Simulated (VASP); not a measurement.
Input of a VASP 6.6.1 run:

File INCAR:

```
PREC = Accurate
ENCUT = 520
EDIFF = 1E-8
ISMEAR = -1
SIGMA = 0.08
LREAL = False
LASPH = True
NELM = 60
ALGO = Normal
ISIF = 2
LWAVE = False
LCHARG = False
GGA = CA
LEFG = True
NBANDS = 15
```

Contents of KPOINTS:

```
Automatic mesh
0
Gamma
  17 17 10
```

Contents of POSCAR:

```
Os
1.0
    2.6971481488      0.0000000000      0.0000000000
   -1.3485740745      2.3357988147      0.0000000000
    0.0000000000      0.0000000000      4.2613185190
Os
2
Direct
    0.3333333333      0.6666666667      0.2500000000
    0.6666666667      0.3333333333      0.7500000000
```

Potentials or basis: VASP PAW LDA potentials, release 64 (Os).

Launch:

```bash
$ cat potpaw_LDA.64/Os/POTCAR > POTCAR
$ mpirun -np 1 vasp_std > vasp.out
```

Q: Estimate the pressure.

A: 10.9 GPa.

Q: Predict the band gap on the k mesh.

A: Zero (band 8 reaches 12.24 eV, above the bottom of band 9 at 8.05 eV).

Stress tensor (GPa, compression positive):
```
10.84  0.00  0.00
 0.00 10.84  0.00
 0.00  0.00 11.03
```

Caveat: without QUAD_EFG the Cq values of the log hold for a quadrupole moment of 1 mb, not for the nuclei; spin-orbit coupling is left out, which moves the levels of the heavy elements.
